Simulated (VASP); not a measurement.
Wanted: the native input for a VASP 6.6.1 run.

```
Task                   : single point
Functional             : PBE
Potentials or basis    : VASP PAW PBE potentials, release 64 (In_d, As)
Cutoff                 : 500 eV
k mesh                 : 6 × 6 × 4
Occupations            : gaussian, width 0.1 eV
Spin                   : no spin polarisation
Dipole correction      : no
Further INCAR settings : ALGO = Normal; EDIFF = 1e-06; NBANDS = 16
```

The structure of InAs lies in POSCAR:

```
InAs
1.0
    3.0004923406      0.0000000000      0.0000000000
    0.0000000000      3.0004923406      0.0000000000
    0.0000000000      0.0000000000      5.8831027185
In As
1 1
Direct
    0.0000000000      0.0000000000      0.0000000000
    0.0000000000      0.0000000000      0.5000000000
```

This cell differs from its parent crystal: Sb replaced by As, lengths x 0.957, strained.

These files were run (other wordings do the same):

INCAR

```
  PREC = Accurate
  ENCUT = 500
  EDIFF = 1E-6
  ISMEAR = 0
  SIGMA = 0.1
  LREAL = False
  LASPH = True
  NELM = 120
  ALGO = Normal
  ISIF = 2
  LWAVE = False
  LCHARG = False
  GGA = PE
  NBANDS = 16
  GGA_COMPAT = False
```

KPOINTS

```
regular mesh
0
Gamma
  6 6 4
```

Potentials or basis: VASP PAW PBE potentials, release 64 (In_d, As).

The run is started by

```bash
$ cat potpaw_PBE.64/In_d/POTCAR potpaw_PBE.64/As/POTCAR > POTCAR
$ mpirun -np 1 vasp_std > vasp.out
```

Results of the run:

```json
{
 "Pressure": "-3.4 GPa",
 "Band gap on the k mesh": "zero (band 9 reaches 8.49 eV, above the bottom of band 10 at 3.63 eV)"
}
```

Caveat: the cell differs from its parent crystal (Sb replaced by As, lengths x 0.957, strained); spin-orbit coupling is left out, which moves the levels of the heavy elements.

It took 24 s on 1 thread of Intel Xeon 8259CL (shared host), peak memory 0.17 GiB.
